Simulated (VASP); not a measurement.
**LiF: single point with r2SCAN**

LiF:

```xyz
2
Lattice="-0.0354 2.1423 2.1423 2.1423 -0.0354 2.1423 2.1423 2.1423 -0.0354" Properties=species:S:1:pos:R:3 pbc="T T T"
Li   -0.0064   -0.0064   -0.0064
F     1.0687    1.0687    1.0687
```

This cell differs from its parent crystal: epitaxial 111 strain +1.5%.

```
Program                : VASP 6.6.1
Task                   : single point
Functional             : r2SCAN
Potentials or basis    : VASP PAW PBE potentials, release 64 (Li_sv, F)
Cutoff                 : 520 eV
k mesh                 : 10 × 10 × 10
Occupations            : gaussian, width 0.01 eV
Spin                   : no spin polarisation
Dipole correction      : no
Further INCAR settings : ALGO = Normal; EDIFF = 1e-06; NBANDS = 12
```

| Item | Value |
| --- | --- |
| Largest force | 0.027 eV/Å |
| Band gap on the k mesh | 8.58 eV, direct |

Forces on the atoms (eV/Å):
```
Li   0.016  0.016  0.016
F   -0.016 -0.016 -0.016
```

Levels at points of the mesh, in eV from the valence-band top:
| k point | band 3 | band 4 | band 5 | band 6 | band 7 | band 8 |
| --- | --- | --- | --- | --- | --- | --- |
| (0.00, 0.00, 0.00) | -0.09 | -0.09 | 0.00 | 8.58 | 20.63 | 20.63 |
| (0.50, 0.00, 0.00) | -1.97 | -0.31 | -0.26 | 12.61 | 15.76 | 20.27 |
| (0.50, 0.50, 0.00) | -1.40 | -0.88 | -0.78 | 11.22 | 16.77 | 20.52 |
| (0.50, 0.50, 0.50) | -1.98 | -0.36 | -0.36 | 12.78 | 15.87 | 19.96 |

Run time: 2.8 min on 1 thread of Intel Xeon 6975P-C (shared host), peak memory 0.15 GiB.

Caveat: the cell differs from its parent crystal (epitaxial 111 strain +1.5%); the PAW data sets were made with another functional, which shifts forces and pressure a little. A k mesh can miss the band edges.
